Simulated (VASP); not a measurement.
Wanted: the native input for a VASP 6.6.1 run.

| Item | Value |
| --- | --- |
| Task | single point |
| Functional | PBEsol |
| Potentials or basis | VASP PAW PBE potentials, release 64 (Ba_sv) |
| Cutoff | 520 eV |
| k mesh | 12 × 12 × 12 |
| Occupations | gaussian, width 0.1 eV |
| Spin | no spin polarisation |
| Dipole correction | no |
| Further INCAR settings | ALGO = Normal; EDIFF = 1e-06; NBANDS = 11 |

The structure of Ba lies in POSCAR:

```
Ba
1.0
    4.4200076663      0.0000000000      0.0000000000
   -2.2100038332      3.8278389239      0.0000000000
    0.0000000000      0.0000000000      3.7769917124
Ba
1
Direct
    0.0000000000      0.0000000000      0.0000000000
```

This cell differs from its parent crystal: strained.

These files were run (other wordings do the same):

INCAR

```
PREC = Accurate ; ENCUT = 520
EDIFF = 1E-6 ; ISMEAR = 0
SIGMA = 0.1 ; LREAL = F
LASPH = T ; NELM = 80
ALGO = Normal ; ISIF = 2
LWAVE = F ; LCHARG = T
GGA = PS ; LELF = T
LVHAR = T ; NBANDS = 11
```

KPOINTS

```
Automatic mesh
0
Gamma
  12 12 12
```

Potentials or basis: VASP PAW PBE potentials, release 64 (Ba_sv).

Run with:

```console
$ cat potpaw_PBE.64/Ba_sv/POTCAR > POTCAR
$ mpirun -np 1 vasp_std > vasp.out
```

It gave:

```
Pressure               : -0.7 GPa
Band gap on the k mesh : zero (band 5 reaches 1.79 eV, above the bottom of band 6 at 1.32 eV)
```

Caveat: the cell differs from its parent crystal (strained); the PAW data sets were made with another functional, which shifts forces and pressure a little; spin-orbit coupling is left out, which moves the levels of the heavy elements.

Wall time 44 s on 1 thread of AMD EPYC 7R13 Processor (Zen 3) (shared host), peak memory 0.21 GiB.
